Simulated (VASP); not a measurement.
# BN (hexagonal boron nitride) (P6_3/mmc) in VASP: notebook

BN (hexagonal boron nitride) is run at these levels: r2SCAN+rVV10; tasks: single point, relaxation of cell and atoms.

All numbers are computed with VASP 6.6.1; they aren't measurements. Logs are shortened: lines on timing, memory, paths and dates and some standing lists are left out, and cuts for length are marked.

## (1) The cell of the first run

The structure is hexagonal, space group P6_3/mmc (No. 194). The conventional cell has a = 2.501 Å, b = 2.501 Å, c = 6.526 Å, α = 90.00°, β = 90.00°, γ = 120.00°. Within 1.9 Å of B (site symmetry -6m2) lie 3 N at 1.44 Å. N (site symmetry -6m2) has 3 B at 1.44 Å within 1.9 Å.

## (2) Single point, r2SCAN+rVV10

POSCAR

```
BN
1.0
    2.5005496479      0.0000000000      0.0000000000
   -1.2502748239      2.1655395185      0.0000000000
    0.0000000000      0.0000000000      6.5264260954
B N
2 2
Direct
    0.3333333333      0.6666666667      0.2500000000
    0.6666666667      0.3333333333      0.7500000000
    0.6666666667      0.3333333333      0.2500000000
    0.3333333333      0.6666666667      0.7500000000
```

INCAR.step1

```
SYSTEM = BN
PREC = Accurate ; ENCUT = 520
ISMEAR = 0 ; SIGMA = 0.01
LREAL = .False. ; LASPH = .True.
NELM = 100 ; NBANDS = 16
GGA = PE ; ALGO = Normal
EDIFF = 1E-4 ; LWAVE = .True.
LCHARG = .False.
```

INCAR.step2

```
SYSTEM = BN
PREC = Accurate ; ENCUT = 520
EDIFF = 1E-6 ; ISMEAR = 0
SIGMA = 0.01 ; LREAL = .False.
LASPH = .True. ; NELM = 100
ALGO = Normal ; ISIF = 2
LWAVE = .False. ; LCHARG = .False.
METAGGA = R2SCAN ; LMIXTAU = .True.
LUSE_VDW = .True. ; IVDW_NL = 2
BPARAM = 11.95 ; CPARAM = 0.0093
NBANDS = 16 ; ISTART = 1
```

KPOINTS

```
regular mesh
0
Gamma
  12 12 4
  0 0 0
```

Potentials or basis: VASP PAW PBE potentials, release 64 (B, N).

Run with:

```console
$ cat potpaw_PBE.64/B/POTCAR potpaw_PBE.64/N/POTCAR > POTCAR
$ cp INCAR.step1 INCAR
$ mpirun -np 1 vasp_std > vasp.out
$ cp INCAR.step2 INCAR
$ mpirun -np 1 vasp_std > vasp.out
```

OUTCAR:

```text
SYSTEM = BN
   PREC = Accurate
   ENCUT = 520
   EDIFF = 1E-6
   ISMEAR = 0
   LREAL = .False.
   LASPH = .True.
   NELM = 100
   ISIF = 2
   METAGGA = R2SCAN
   IVDW_NL = 2
   BPARAM = 11.95
   ISTART = 1

 ion  position               nearest neighbor table
   1  0.333  0.667  0.250-   3 1.44   3 1.44   3 1.44
   2  0.667  0.333  0.750-   4 1.44   4 1.44   4 1.44
   3  0.667  0.333  0.250-   1 1.44   1 1.44   1 1.44
   4  0.333  0.667  0.750-   2 1.44   2 1.44   2 1.44

  LATTYP: Found a hexagonal cell.
 ALAT       =     2.5005496479
 C/A-ratio  =     2.6099966065

  Lattice vectors:

 A1 = (   2.5005496479,   0.0000000000,   0.0000000000)
 A2 = (  -1.2502748239,   2.1655395185,   0.0000000000)
 A3 = (   0.0000000000,   0.0000000000,   6.5264260954)

Analysis of symmetry for initial positions (statically):
=====================================================================
 Subroutine PRICEL returns:
 Original cell was already a primitive cell.

 Routine SETGRP: Setting up the symmetry group for a
 hexagonal supercell.

 Subroutine GETGRP returns: Found 24 space group operations
 (whereof 12 operations were pure point group operations)
 out of a pool of 24 trial point group operations.

The static configuration has the point symmetry D_3d.
 The point group associated with its full space group is D_6h.

Analysis of symmetry for dynamics (positions and initial velocities):
=====================================================================
 Subroutine PRICEL returns:
 Original cell was already a primitive cell.

 Routine SETGRP: Setting up the symmetry group for a
 hexagonal supercell.

 Subroutine GETGRP returns: Found 24 space group operations
 (whereof 12 operations were pure point group operations)
 out of a pool of 24 trial point group operations.

The dynamic configuration has the point symmetry D_3d.
 The point group associated with its full space group is D_6h.

 Subroutine INISYM returns: Found 24 space group operations
 (whereof 12 operations are pure point group operations),
 and found     1 'primitive' translations

----------------------------------------------------------------------------------------

                                     Primitive cell

  volume of cell :      35.3409

  direct lattice vectors                    reciprocal lattice vectors
     2.500549648  0.000000000  0.000000000     0.399912076  0.230889345  0.000000000
    -1.250274824  2.165539519  0.000000000     0.000000000  0.461778689  0.000000000
     0.000000000  0.000000000  6.526426095     0.000000000  0.000000000  0.153223217

  length of vectors
     2.500549648  2.500549648  6.526426095     0.461778689  0.461778689  0.153223217

  position of ions in fractional coordinates (direct lattice)
     0.333333333  0.666666667  0.250000000
     0.666666667  0.333333333  0.750000000
     0.666666667  0.333333333  0.250000000
     0.333333333  0.666666667  0.750000000

  ion indices of the primitive-cell ions
   primitive index   ion index
                 1           1
                 2           2
                 3           3
                 4           4

----------------------------------------------------------------------------------------

 KPOINTS: regular mesh

Automatic generation of k-mesh.
 Grid dimensions read from file:
 generate k-points for:   12   12    4

 Generating k-lattice:

  Cartesian coordinates                     Fractional coordinates (reciprocal lattice)
     0.033326006  0.019240779  0.000000000     0.083333333  0.000000000  0.000000000
     0.000000000  0.038481557  0.000000000     0.000000000  0.083333333  0.000000000
     0.000000000  0.000000000  0.038305804     0.000000000  0.000000000  0.250000000

  Length of vectors
     0.038481557  0.038481557  0.038305804

  Shift w.r.t. Gamma in fractional coordinates (k-lattice)
     0.000000000  0.000000000  0.000000000

 Subroutine IBZKPT returns following result:
 ===========================================

 Found     57 irreducible k-points:

 Following reciprocal coordinates:
            Coordinates               Weight
  0.000000  0.000000  0.000000      1.000000
  0.083333 -0.000000  0.000000      6.000000
  0.166667  0.000000  0.000000      6.000000
  0.250000  0.000000  0.000000      6.000000
  0.333333 -0.000000  0.000000      6.000000
  0.416667 -0.000000  0.000000      6.000000
[... 16 lines left out ...]
  0.250000  0.000000  0.250000     12.000000
  0.333333 -0.000000  0.250000     12.000000
 [... further k-points ...]
   k-points           NKPTS =     57   k-points in BZ     NKDIM =     57   number of bands    NBANDS=     16
   number of dos      NEDOS =    301   number of ions     NIONS =      4
   total plane-waves  NPLWV =  20000
   dimension x,y,z NGX =    20 NGY =   20 NGZ =   50
   dimension x,y,z NGXF=    40 NGYF=   40 NGZF=  100
   ions per type =               2   2
   NGX,Y,Z   is equivalent  to a cutoff of  13.30, 13.30, 12.74 a.u.
   NGXF,Y,Z  is equivalent  to a cutoff of  26.59, 26.59, 25.47 a.u.
 SYSTEM =  BN
   PREC   = accura    normal or accurate (medium, high low for compatibility)
   ISTART =      1    job   : 0-new  1-cont  2-samecut
   ICHARG =      0    charge: 1-file 2-atom 10-const
   ISPIN  =      1    spin polarized calculation?
   LNONCOLLINEAR =      F non collinear calculations
   LSORBIT =      F    spin-orbit coupling
   LASPH  =      T    aspherical Exc in radial PAW
   ENCUT  =  520.0 eV  38.22 Ry    6.18 a.u.   4.65  4.65 12.13*2*pi/ulx,y,z
   NELM   =    100;   NELMIN=  2; NELMDL=  0     # of ELM steps
   EDIFF  = 0.1E-05   stopping-criterion for ELM
   LREAL  =      F    real-space projection
   EDIFFG = 0.1E-04   stopping-criterion for IOM
   NSW    =      0    number of steps for IOM
   IBRION =     -1    ionic relax: 0-MD 1-quasi-New 2-CG
   NFREE  =      0    steps in history (QN), initial steepest desc. (CG)
   ISIF   =      2    stress and relaxation
   ISYM   =      2    0-nonsym 1-usesym 2-fastsym
   POTIM  = 0.5000    time-step for ionic-motion
   TEBEG  =    0.0;   TEEND  =   0.0 temperature during run
   PSTRESS=    0.0 pullay stress
   NELECT =      16.0000    total number of electrons
   NUPDOWN=      -1.0000    fix difference up-down
   EMIN   =  10.00;   EMAX   =-10.00  energy-range for DOS
   EFERMI =   0.00;   METHOD = LEGACY
   ISMEAR =     0;   SIGMA  =   0.01  broadening in eV -4-tet -1-fermi 0-gaus
   EFERMI_NEDOS =   21; number of points for ismear=-14 and -15
   IALGO  =     38    algorithm
   IMIX   =      4    mixing-type and parameters
     AMIX     =   0.40;   BMIX     =  1.00
     AMIX_MAG =   1.60;   BMIX_MAG =  1.00
  volume/ion in A,a.u.               =       8.84        59.62
  Fermi-wavevector in a.u.,A,eV,Ry     =   1.257059  2.375498 21.499905  1.580198
  Thomas-Fermi vector in A             =   2.390737
   LORBIT       =      0    0 simple, 1 ext, 2 COOP (PROOUT), +10 PAW based schemes
   METAGGA = R2SCAN    functional components
   LHFCALC =     F    Hartree Fock is set to
   AEXX    =    0.0000 exact exchange contribution
   IVDW_NL    =     2    kernel type
   BPARAM     =11.9500
   IVDW    =     0    specifies the selected vdW correction
   LEPSILON=     F    determine dielectric tensor
   LRPA    =     F    only Hartree local field effects (RPA)
 non-spin polarized calculation
 Gauss-broadening in eV      SIGMA  =   0.01
  energy-cutoff  :      520.00
  volume of cell :       35.34
 maximum number of plane-waves:       973
 NGX is ok and might be reduce to    20
   NGX =  9   NGY =  9   NGZ = 25

 number of electron      15.9999997 magnetization

 Free energy of the ion-electron system (eV)
  ---------------------------------------------------
  ext. energy  EPLUGINS =         0.00000000
  ---------------------------------------------------
  free energy    TOTEN  =       -38.24492578 eV

  energy without entropy =      -38.24492578  energy(sigma->0) =      -38.24492578

 E-fermi :   2.2322     XC(G=0): -10.9364

 val. band max:        2.1796793737   @ k =   0.3333   0.2500   0.0000
 cond. band min:       6.9838325962   @ k =   0.5000   0.0000   0.0000
 fundamental gap:      4.8041532225
 Fermi energy:         2.2321979074

 k-point     1 :       0.0000    0.0000    0.0000
  band No.  band energies     occupation
      1     -16.6750      2.00000
      2     -16.3402      2.00000
      3      -4.3379      2.00000
      4      -1.9358      2.00000
      5       0.8184      2.00000
      6       0.8184      2.00000
[... 8 lines left out ...]
     15      15.3812      0.00000
     16      16.5386      0.00000

 k-point     2 :       0.0833   -0.0000    0.0000
  band No.  band energies     occupation
      1     -16.5325      2.00000
      2     -16.2028      2.00000
      3      -4.1426      2.00000
      4      -1.7611      2.00000
      5       0.2289      2.00000
      6       0.2719      2.00000
[... 8 lines left out ...]
     15      15.8821      0.00000
     16      15.9642      0.00000

 k-point     3 :       0.1667    0.0000    0.0000
  band No.  band energies     occupation
      1     -16.1132      2.00000
      2     -15.7990      2.00000
      3      -3.5639      2.00000
      4      -1.2654      2.00000
      5      -1.2489      2.00000
      6      -1.2130      2.00000
[... 8 lines left out ...]
     15      16.9645      0.00000
     16      17.0728      0.00000

 k-point     4 :       0.2500    0.0000    0.0000
  band No.  band energies     occupation
      1     -15.4460      2.00000
      2     -15.1595      2.00000
      3      -3.1592      2.00000
      4      -3.0824      2.00000
      5      -2.6282      2.00000
      6      -0.8888      2.00000
[... 8 lines left out ...]
     15      18.8357      0.00000
     16      19.2402      0.00000
[... 324 lines left out ...]
 k-point    22 :       0.1667    0.0000    0.2500
  band No.  band energies     occupation
      1     -16.0696      2.00000
      2     -15.8477      2.00000
      3      -3.2868      2.00000
      4      -1.7004      2.00000
      5      -1.2499      2.00000
      6      -1.1861      2.00000
[... 8 lines left out ...]
     15      16.8415      0.00000
     16      16.9425      0.00000

 k-point    23 :       0.2500    0.0000    0.2500
  band No.  band energies     occupation
      1     -15.4060      2.00000
      2     -15.2036      2.00000
      3      -3.1663      2.00000
      4      -3.1020      2.00000
      5      -2.3376      2.00000
      6      -0.8786      2.00000
[... 8 lines left out ...]
     15      19.2585      0.00000
     16      19.3587      0.00000

 k-point    24 :       0.3333   -0.0000    0.2500
  band No.  band energies     occupation
      1     -14.5692      2.00000
      2     -14.3987      2.00000
      3      -5.0273      2.00000
      4      -4.9566      2.00000
      5      -1.5382      2.00000
      6      -1.4844      2.00000
[... 8 lines left out ...]
     15      20.0795      0.00000
     16      21.9674      0.00000

 [... further k-points ...]
[... 5 lines left out ...]
  --------------------------------------------------------------------------------------
  -------------------------------------------------------------------------------------
  Total        0.1806100      0.1806100     -0.0778229      0.0000000      0.0000000      0.0000000
  in kB        8.1879540      8.1879540     -3.5280995      0.0000000      0.0000000      0.0000000
  external PRESSURE =       4.2826028 kB  Pullay stress =       0.0000000 kB

 VOLUME and BASIS-vectors are now :
 -----------------------------------------------------------------------------
  energy-cutoff  :      520.00
  volume of cell :       35.34
      direct lattice vectors                 reciprocal lattice vectors
     2.500549648  0.000000000  0.000000000     0.399912076  0.230889345  0.000000000
    -1.250274824  2.165539519  0.000000000     0.000000000  0.461778689  0.000000000
     0.000000000  0.000000000  6.526426095     0.000000000  0.000000000  0.153223217

 POSITION                                       TOTAL-FORCE (eV/Angst)
 -----------------------------------------------------------------------------------
     -0.00000      1.44369      1.63161        -0.000000      0.000000      0.000000
      1.25027      0.72185      4.89482         0.000000     -0.000000      0.000000
      1.25027      0.72185      1.63161         0.000000      0.000000      0.000000
     -0.00000      1.44369      4.89482        -0.000000      0.000000     -0.000000
 -----------------------------------------------------------------------------------
    total drift:                               -0.000000      0.000000      0.000000

  FREE ENERGIE OF THE ION-ELECTRON SYSTEM (eV)
  ---------------------------------------------------
  free  energy   TOTEN  =       -38.2449257824 eV

  energy  without entropy=      -38.2449257824  energy(sigma->0) =      -38.24492578
```

Wall time 85 s (1 thread of Intel Xeon Platinum 8488C (Sapphire Rapids), shared host); peak memory 0.25 GiB.

What came out:

```
Free energy            : -38.2449 eV
Pressure               : 0.4 GPa
Band gap on the k mesh : 4.80 eV, indirect (least direct gap 5.22 eV)
```

Caveat: the PAW data sets were made with another functional, which shifts forces and pressure a little. A k mesh can miss the band edges.

[end of part 1 of 2]
